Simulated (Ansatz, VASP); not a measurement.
# Ga: VASP beside Ansatz

INCAR

```
ALGO = Normal
EDIFF = 1E-8
ENCUT = 520
GGA = CA
ISIF = 2
ISMEAR = -1
LASPH = T
LCHARG = F
LEFG = T
LREAL = F
LWAVE = F
NBANDS = 20
NELM = 100
PREC = Accurate
SIGMA = 0.08
```

KPOINTS

```
k-points
0
Gamma
  12 12 10
```

File POSCAR:

```
Ga
1.0
    1.4548173111     -4.0785050826      0.0000000000
    1.4548173111      4.0785050826      0.0000000000
    0.0000000000      0.0000000000      3.1805316388
Ga
2
Direct
    0.8670000000      0.1330000000      0.2500000000
    0.1330000000      0.8670000000      0.7500000000
```

Input for Ansatz:

```yaml
crystal:
  lattice:
    - [1.4548173111, -4.0785050826, 0.0]
    - [1.4548173111, 4.0785050826, 0.0]
    - [0.0, 0.0, 3.1805316388]
  atoms:
    - { symbol: Ga, position: [0.867, 0.133, 0.25] }
    - { symbol: Ga, position: [0.133, 0.867, 0.75] }
kpoints:
  mp_grid: { grid: [12, 12, 10] }
scf:
  occupations: { method: fermi_dirac, width: 0.08 }
hamiltonian:
  xc: lda
  pseudopotentials: { kind: all_electron, datasets: crystal }
output:
  forces: true
  stress: true
  eigenvalues: true
  efg: { contact_densities: true }
```

Change from the starting cell: volume scaled by 1.01, crystal datasets.

Alike in both runs: task electric field gradients; functional LDA; k mesh 12 × 12 × 10; occupations fermi-dirac, width 0.08 eV; no spin polarisation.

|  | VASP | Ansatz |
| --- | --- | --- |
| version | VASP 6.6.1 | Ansatz 0.2.0 |
| potentials or method | VASP PAW LDA potentials, release 64 (Ga_d), cutoff 520 eV | all-electron PAW with datasets made for the crystal, scalar-relativistic |

|  | VASP | Ansatz | Ansatz less VASP |
| --- | --- | --- | --- |
| pressure (GPa) | -4.2 | -4.2 | -0.04 |
| traceless stress, the component that is largest in VASP (GPa) | -1.98 | -1.97 | +0.007 |
| rms of the force components (eV/Å) | 0.101 | 0.099 | -0.0019 |
| size of Vzz on the site where it differs most (V/Å²) | 27.3 | 28.1 | +0.76 |

LDA's correlation is that of Perdew and Zunger in VASP and of Perdew and Wang (1992) in Ansatz. Atom by atom the forces differ by 0.002 eV/Å (rms over components). Ansatz ran all-electron here, and VASP with PAW potentials. Ansatz's warnings: printed levels off.
